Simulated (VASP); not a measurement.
Wanted: the native input for a VASP 6.6.1 run.

```yaml
Task: single point
Functional: HSE06
Potentials_or_basis: VASP PAW PBE potentials, release 64 (Rb_sv, Br)
Cutoff: 520 eV
k_mesh: 4 × 4 × 4
Occupations: gaussian, width 0.01 eV
Spin: no spin polarisation
Dipole_correction: no
Grid_for_exact_exchange_PRECFOCK: Normal
Further_INCAR_settings: ALGO = Normal; EDIFF = 1e-06; NBANDS = 15
Screening_parameter: 0.2079 1/Å
```

RbBr:

```xyz
2
Lattice="4.1279 0.0000 0.0000 0.0000 4.1279 0.0000 0.0000 0.0000 4.1007" Properties=species:S:1:pos:R:3 pbc="T T T"
Rb    0.0000    0.0000    0.0000
Br    2.0640    2.0640    2.0503
```

This cell differs from its parent crystal: uniaxial z strain -0.7%.

One way to write it, as run:

POSCAR

```
RbBr
1.0
    4.1279266257      0.0000000000      0.0000000000
    0.0000000000      4.1279266257      0.0000000000
    0.0000000000      0.0000000000      4.1006823100
Rb Br
1 1
Direct
    0.0000000000      0.0000000000      0.0000000000
    0.5000000000      0.5000000000      0.5000000000
```

INCAR.step1

```
PREC     = Accurate       # precision mode
ENCUT    = 520            # plane-wave cutoff, eV
EDIFF    = 1E-5           # SCF threshold, eV
ISMEAR   = 0              # smearing method
SIGMA    = 0.01           # smearing width, eV
LREAL    = F              # projectors in reciprocal space
LASPH    = T              # aspherical terms in the spheres
NELM     = 60             # most SCF steps
ALGO     = Normal         # electronic algorithm
ISIF     = 2              # what is computed and relaxed
LWAVE    = T              # write WAVECAR
LCHARG   = F              # write CHGCAR
NBANDS   = 15             # bands
GGA      = PE             # functional
```

INCAR.step2

```
PREC     = Accurate       # precision mode
ENCUT    = 520            # plane-wave cutoff, eV
EDIFF    = 1E-6           # SCF threshold, eV
ISMEAR   = 0              # smearing method
SIGMA    = 0.01           # smearing width, eV
LREAL    = F              # projectors in reciprocal space
LASPH    = T              # aspherical terms in the spheres
NELM     = 60             # most SCF steps
ALGO     = Normal         # electronic algorithm
ISIF     = 2              # what is computed and relaxed
LWAVE    = F              # write WAVECAR
LCHARG   = F              # write CHGCAR
GGA      = PE             # functional
LHFCALC  = T              # exact exchange
HFSCREEN = 0.2079         # screening, 1/A
PRECFOCK = Normal       
NBANDS   = 15             # bands
ISTART   = 1
```

KPOINTS

```
regular mesh
0
Gamma
  4 4 4
```

Potentials or basis: VASP PAW PBE potentials, release 64 (Rb_sv, Br).

Run with:

```bash
$ cat potpaw_PBE.64/Rb_sv/POTCAR potpaw_PBE.64/Br/POTCAR > POTCAR
$ cp INCAR.step1 INCAR
$ mpirun -np 1 vasp_std > vasp.out
$ cp INCAR.step2 INCAR
$ mpirun -np 1 vasp_std > vasp.out
```

Results of the run:

| Quantity | Value |
| --- | --- |
| Pressure | 0.6 GPa |
| Band gap on the k mesh | 5.26 eV, indirect (least direct gap 5.42 eV) |

Caveat: the cell differs from its parent crystal (uniaxial z strain -0.7%); the PAW data sets were made with another functional, which shifts forces and pressure a little.

Run time: 15 min on 1 thread of Oxide Virtual Turin-like Processor (shared host), peak memory 0.26 GiB.
